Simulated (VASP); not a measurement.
# LuSb5 (P6/mmm) in VASP: further runs

The runs below take LuSb5 through single point, relaxation of cell and atoms, with PBE.

Program: VASP 6.6.1. These are calculated values, not measurements. Logs are shortened: lines on timing, memory, paths and dates and some standing lists are left out, and cuts for length are marked.

### Step 1. The cell of the first run

Symmetry: P6/mmm, No. 191, hexagonal system. Conventional cell: a = 5.733 Å, b = 5.733 Å, c = 6.007 Å, α = 90.00°, β = 90.00°, γ = 120.00°. Lu (site symmetry 6/mmm) has 18 Sb at 3.31 to 4.15 Å within 4.4 Å. Within 3.8 Å of Sb (site symmetry mmm) lie 8 Sb at 2.87 to 3.43 Å. Within 4.4 Å of Sb (site symmetry -6m2) lie 9 Sb at 3.31 to 3.43 Å and 3 Lu at 3.31 Å.

The cell was generated, and may not be a known phase.

### Step 2. Single point, PBE

Contents of INCAR:

```
PREC = Accurate
ENCUT = 520
EDIFF = 1E-7
ISMEAR = 0
SIGMA = 0.1
LREAL = False
LASPH = True
NELM = 80
ALGO = Normal
ISIF = 2
LWAVE = False
LCHARG = False
GGA = PE
NBANDS = 34
```

Contents of KPOINTS:

```
Automatic mesh
0
Gamma
  6 6 4
```

Contents of POSCAR:

```
LuSb5
1.0
    5.7332122500      0.0000000000      0.0000000000
   -2.8666061200      4.9651074500      0.0000000000
    0.0000000000      0.0000000000      6.0070294100
Lu Sb
1 5
Direct
    0.0000000000      0.0000000000      0.5000000000
    0.5000000000      0.0000000000      0.0000000000
    0.0000000000      0.5000000000      0.0000000000
    0.5000000000      0.5000000000      0.0000000000
    0.3333333300      0.6666666700      0.5000000000
    0.6666666700      0.3333333300      0.5000000000
```

Potentials or basis: VASP PAW PBE potentials, release 64 (Lu, Sb).

Run with:

```console
> cat potpaw_PBE.64/Lu/POTCAR potpaw_PBE.64/Sb/POTCAR > POTCAR
> mpirun -np 1 vasp_std > vasp.out
```

OUTCAR:

```text
PREC = Accurate
   ENCUT = 520
   EDIFF = 1E-7
   ISMEAR = 0
   LREAL = False
   LASPH = True
   NELM = 80
   ISIF = 2
   GGA = PE

 ion  position               nearest neighbor table
   1  0.000  0.000  0.500-   5 3.31   6 3.31   5 3.31   6 3.31   6 3.31   5 3.31
   2  0.500  0.000  0.000-   4 2.87   4 2.87   3 2.87   3 2.87   5 3.43   6 3.43   5 3.43   6 3.43

   3  0.000  0.500  0.000-   2 2.87   2 2.87   4 2.87   4 2.87   5 3.43   6 3.43   5 3.43   6 3.43

   4  0.500  0.500  0.000-   2 2.87   2 2.87   3 2.87   3 2.87   5 3.43   6 3.43   5 3.43   6 3.43

   5  0.333  0.667  0.500-   6 3.31   1 3.31   6 3.31   1 3.31   1 3.31   6 3.31   2 3.43   2 3.43
                             3 3.43   3 3.43   4 3.43   4 3.43
   6  0.667  0.333  0.500-   5 3.31   1 3.31   5 3.31   1 3.31   1 3.31   5 3.31   2 3.43   2 3.43
                             3 3.43   3 3.43   4 3.43   4 3.43

  LATTYP: Found a hexagonal cell.
 ALAT       =     5.7332122500
 C/A-ratio  =     1.0477598156

  Lattice vectors:

 A1 = (   5.7332122500,   0.0000000000,   0.0000000000)
 A2 = (  -2.8666061200,   4.9651074500,   0.0000000000)
 A3 = (   0.0000000000,   0.0000000000,   6.0070294100)

Analysis of symmetry for initial positions (statically):
=====================================================================
 Subroutine PRICEL returns:
 Original cell was already a primitive cell.

 Routine SETGRP: Setting up the symmetry group for a
 hexagonal supercell.

 Subroutine GETGRP returns: Found 24 space group operations
 (whereof 24 operations were pure point group operations)
 out of a pool of 24 trial point group operations.

The static configuration has the point symmetry D_6h.

Analysis of symmetry for dynamics (positions and initial velocities):
=====================================================================
 Subroutine PRICEL returns:
 Original cell was already a primitive cell.

 Routine SETGRP: Setting up the symmetry group for a
 hexagonal supercell.

 Subroutine GETGRP returns: Found 24 space group operations
 (whereof 24 operations were pure point group operations)
 out of a pool of 24 trial point group operations.

The dynamic configuration has the point symmetry D_6h.

 Subroutine INISYM returns: Found 24 space group operations
 (whereof 24 operations are pure point group operations),
 and found     1 'primitive' translations

----------------------------------------------------------------------------------------

                                     Primitive cell

  volume of cell :     170.9962

  direct lattice vectors                    reciprocal lattice vectors
     5.733212250  0.000000000  0.000000000     0.174422288  0.100702755  0.000000000
    -2.866606120  4.965107450  0.000000000     0.000000000  0.201405510  0.000000000
     0.000000000  0.000000000  6.007029410     0.000000000  0.000000000  0.166471634

  length of vectors
     5.733212250  5.733212244  6.007029410     0.201405510  0.201405510  0.166471634

  position of ions in fractional coordinates (direct lattice)
     0.000000000  0.000000000  0.500000000
     0.500000000  0.000000000  0.000000000
     0.000000000  0.500000000  0.000000000
     0.500000000  0.500000000  0.000000000
     0.333333330  0.666666670  0.500000000
     0.666666670  0.333333330  0.500000000

  ion indices of the primitive-cell ions
   primitive index   ion index
                 1           1
                 2           2
                 3           3
                 4           4
                 5           5
                 6           6

----------------------------------------------------------------------------------------

 KPOINTS: Automatic mesh

Automatic generation of k-mesh.
 Grid dimensions read from file:
 generate k-points for:    6    6    4

 Generating k-lattice:

  Cartesian coordinates                     Fractional coordinates (reciprocal lattice)
     0.029070381  0.016783793  0.000000000     0.166666667  0.000000000  0.000000000
     0.000000000  0.033567585  0.000000000     0.000000000  0.166666667  0.000000000
     0.000000000  0.000000000  0.041617908     0.000000000  0.000000000  0.250000000

  Length of vectors
     0.033567585  0.033567585  0.041617908

  Shift w.r.t. Gamma in fractional coordinates (k-lattice)
     0.000000000  0.000000000  0.000000000

 Subroutine IBZKPT returns following result:
 ===========================================

 Found     21 irreducible k-points:

 Following reciprocal coordinates:
            Coordinates               Weight
  0.000000  0.000000  0.000000      1.000000
  0.166667 -0.000000  0.000000      6.000000
  0.333333 -0.000000  0.000000      6.000000
  0.500000  0.000000  0.000000      3.000000
  0.166667  0.166667  0.000000      6.000000
  0.333333  0.166667  0.000000     12.000000
[... 13 lines left out ...]
  0.333333  0.166667  0.500000     12.000000
  0.333333  0.333333  0.500000      2.000000
   k-points           NKPTS =     21   k-points in BZ     NKDIM =     21   number of bands    NBANDS=     34
   number of dos      NEDOS =    301   number of ions     NIONS =      6
   total plane-waves  NPLWV = 110592
   dimension x,y,z NGX =    48 NGY =   48 NGZ =   48
   dimension x,y,z NGXF=    96 NGYF=   96 NGZF=   96
   ions per type =               1   5
   NGX,Y,Z   is equivalent  to a cutoff of  13.92, 13.92, 13.28 a.u.
   NGXF,Y,Z  is equivalent  to a cutoff of  27.84, 27.84, 26.57 a.u.
 SYSTEM =  unknown system
   PREC   = accura    normal or accurate (medium, high low for compatibility)
   ISTART =      0    job   : 0-new  1-cont  2-samecut
   ICHARG =      2    charge: 1-file 2-atom 10-const
   ISPIN  =      1    spin polarized calculation?
   LNONCOLLINEAR =      F non collinear calculations
   LSORBIT =      F    spin-orbit coupling
   LASPH  =      T    aspherical Exc in radial PAW
   ENCUT  =  520.0 eV  38.22 Ry    6.18 a.u.  10.66 10.66 11.17*2*pi/ulx,y,z
   NELM   =     80;   NELMIN=  2; NELMDL= -5     # of ELM steps
   EDIFF  = 0.1E-06   stopping-criterion for ELM
   LREAL  =      F    real-space projection
   EDIFFG = 0.1E-05   stopping-criterion for IOM
   NSW    =      0    number of steps for IOM
   IBRION =     -1    ionic relax: 0-MD 1-quasi-New 2-CG
   NFREE  =      0    steps in history (QN), initial steepest desc. (CG)
   ISIF   =      2    stress and relaxation
   ISYM   =      2    0-nonsym 1-usesym 2-fastsym
   POTIM  = 0.5000    time-step for ionic-motion
   TEBEG  =    0.0;   TEEND  =   0.0 temperature during run
   PSTRESS=    0.0 pullay stress
   NELECT =      50.0000    total number of electrons
   NUPDOWN=      -1.0000    fix difference up-down
   EMIN   =  10.00;   EMAX   =-10.00  energy-range for DOS
   EFERMI =   0.00;   METHOD = LEGACY
   ISMEAR =     0;   SIGMA  =   0.10  broadening in eV -4-tet -1-fermi 0-gaus
   EFERMI_NEDOS =   21; number of points for ismear=-14 and -15
   IALGO  =     38    algorithm
   IMIX   =      4    mixing-type and parameters
     AMIX     =   0.40;   BMIX     =  1.00
     AMIX_MAG =   1.60;   BMIX_MAG =  1.00
  volume/ion in A,a.u.               =      28.50       192.32
  Fermi-wavevector in a.u.,A,eV,Ry     =   1.086599  2.053375 16.064367  1.180698
  Thomas-Fermi vector in A             =   2.222740
   LORBIT       =      0    0 simple, 1 ext, 2 COOP (PROOUT), +10 PAW based schemes
   GGA     = PE    functional components
   LHFCALC =     F    Hartree Fock is set to
   AEXX    =    0.0000 exact exchange contribution
   IVDW    =     0    specifies the selected vdW correction
   LEPSILON=     F    determine dielectric tensor
   LRPA    =     F    only Hartree local field effects (RPA)
 non-spin polarized calculation
 Gauss-broadening in eV      SIGMA  =   0.10
  energy-cutoff  :      520.00
  volume of cell :      171.00
 maximum number of plane-waves:      4629
 NGX is ok and might be reduce to    48
   NGX = 21   NGY = 21   NGZ = 23

 number of electron      50.0000004 magnetization

 Free energy of the ion-electron system (eV)
  ---------------------------------------------------
  ext. energy  EPLUGINS =         0.00000000
  ---------------------------------------------------
  free energy    TOTEN  =       -23.44562161 eV

  energy without entropy =      -23.42720626  energy(sigma->0) =      -23.43641394

 E-fermi :   7.0107     XC(G=0):  -9.9749

 val. band max:        6.9746189405   @ k =   0.3333   0.1667   0.5000
 cond. band min:       7.0738738370   @ k =   0.5000   0.0000   0.0000
 fundamental gap:      0.0992548965
 Fermi energy:         7.0106985761

 k-point     1 :       0.0000    0.0000    0.0000
  band No.  band energies     occupation
      1     -50.3955      2.00000
      2     -21.2189      2.00000
      3     -20.9053      2.00000
      4     -20.9053      2.00000
      5      -5.9228      2.00000
      6      -2.6687      2.00000
[... 26 lines left out ...]
     33      11.3464      0.00000
     34      11.3465      0.00000

 k-point     2 :       0.1667   -0.0000    0.0000
  band No.  band energies     occupation
      1     -50.3955      2.00000
      2     -21.2188      2.00000
      3     -20.9060      2.00000
      4     -20.9055      2.00000
      5      -5.7767      2.00000
      6      -2.5283      2.00000
[... 26 lines left out ...]
     33      11.0053      0.00000
     34      11.4263      0.00000

 k-point     3 :       0.3333   -0.0000    0.0000
  band No.  band energies     occupation
      1     -50.3955      2.00000
      2     -21.2188      2.00000
      3     -20.9072      2.00000
      4     -20.9058      2.00000
      5      -5.3656      2.00000
      6      -3.2974      2.00000
[... 26 lines left out ...]
     33      10.2647      0.00000
     34      10.6229      0.00000
[... 593 lines left out ...]
 k-point    20 :       0.3333    0.1667    0.5000
  band No.  band energies     occupation
      1     -50.3955      2.00000
      2     -21.2190      2.00000
      3     -20.9074      2.00000
      4     -20.9063      2.00000
      5      -4.6207      2.00000
      6      -3.4463      2.00000
[... 26 lines left out ...]
     33       9.9114      0.00000
     34       9.9442      0.00000

 k-point    21 :       0.3333    0.3333    0.5000
  band No.  band energies     occupation
      1     -50.3955      2.00000
      2     -21.2189      2.00000
      3     -20.9071      2.00000
      4     -20.9071      2.00000
      5      -4.0774      2.00000
      6      -4.0774      2.00000
[... 26 lines left out ...]
     33       9.6873      0.00000
     34       9.8237      0.00000

------------------------ aborting loop because EDIFF is reached ----------------------------------------

  FORCE on cell =-STRESS in cart. coord.  units (eV):
  Direction    XX          YY          ZZ          XY          YZ          ZX
  --------------------------------------------------------------------------------------
  -------------------------------------------------------------------------------------
  Total       10.0431525     10.0431525     -2.4835530      0.0000000      0.0000000     -0.0000000
  in kB       94.1009941     94.1009940    -23.2700640      0.0000001      0.0000000     -0.0000000
  external PRESSURE =      54.9773081 kB  Pullay stress =       0.0000000 kB

 VOLUME and BASIS-vectors are now :
 -----------------------------------------------------------------------------
  energy-cutoff  :      520.00
  volume of cell :      171.00
      direct lattice vectors                 reciprocal lattice vectors
     5.733212250  0.000000000  0.000000000     0.174422288  0.100702755  0.000000000
    -2.866606120  4.965107450  0.000000000     0.000000000  0.201405510  0.000000000
     0.000000000  0.000000000  6.007029410     0.000000000  0.000000000  0.166471634

 POSITION                                       TOTAL-FORCE (eV/Angst)
 -----------------------------------------------------------------------------------
      0.00000      0.00000      3.00351        -0.000000      0.000000      0.000000
      2.86661      0.00000      0.00000        -0.000000      0.000000      0.000000
     -1.43330      2.48255      0.00000        -0.000000      0.000000      0.000000
      1.43330      2.48255      0.00000        -0.000000      0.000000      0.000000
     -0.00000      3.31007      3.00351         0.000000      0.000000      0.000000
      2.86661      1.65504      3.00351        -0.000000      0.000000      0.000000
 -----------------------------------------------------------------------------------
    total drift:                               -0.000000      0.000000      0.000000

  FREE ENERGIE OF THE ION-ELECTRON SYSTEM (eV)
  ---------------------------------------------------
  free  energy   TOTEN  =       -23.4456216120 eV

  energy  without entropy=      -23.4272062635  energy(sigma->0) =      -23.43641394
```

Run time: 2.8 min. Hardware: 1 thread of Intel Xeon Platinum 8259CL at 2.50GHz (Skylake/Cascade Lake), shared host; peak memory 0.39 GiB.

What came out:

- Free energy: -23.4456 eV
- Pressure: 5.5 GPa
- Band gap on the k mesh: zero (bands 25 and 26 overlap by 0.60 eV)

Stress tensor (GPa, compression positive):
```
 9.41  0.00  0.00
 0.00  9.41  0.00
 0.00  0.00 -2.33
```

Levels at points of the mesh, in eV from the Fermi level:
| k point | band 21 | band 22 | band 23 | band 24 | band 25 | band 26 | band 27 | band 28 | band 29 | band 30 |
| --- | --- | --- | --- | --- | --- | --- | --- | --- | --- | --- |
| (0.00, 0.00, 0.00) | -2.93 | -2.93 | -0.89 | -0.34 | -0.32 | -0.32 | 0.26 | 0.26 | 1.10 | 1.10 |
| (0.50, 0.00, 0.00) | -2.40 | -1.00 | -0.99 | -0.67 | -0.38 | 0.06 | 0.99 | 1.37 | 1.96 | 2.05 |
| (0.00, 0.00, 0.50) | -3.72 | -2.44 | -1.44 | -0.62 | -0.62 | 0.90 | 1.28 | 1.43 | 1.80 | 1.80 |
| (0.50, 0.00, 0.50) | -1.08 | -0.41 | -0.22 | -0.22 | -0.14 | -0.12 | -0.10 | 0.42 | 0.84 | 1.33 |

Caveat: the stress differs along the axes, from -2 to 9 GPa; spin-orbit coupling is left out, which moves the levels of the heavy elements.

[end of part 1 of 3]

The gap in the log of VASP goes by the Fermi energy; the results here count the filled bands.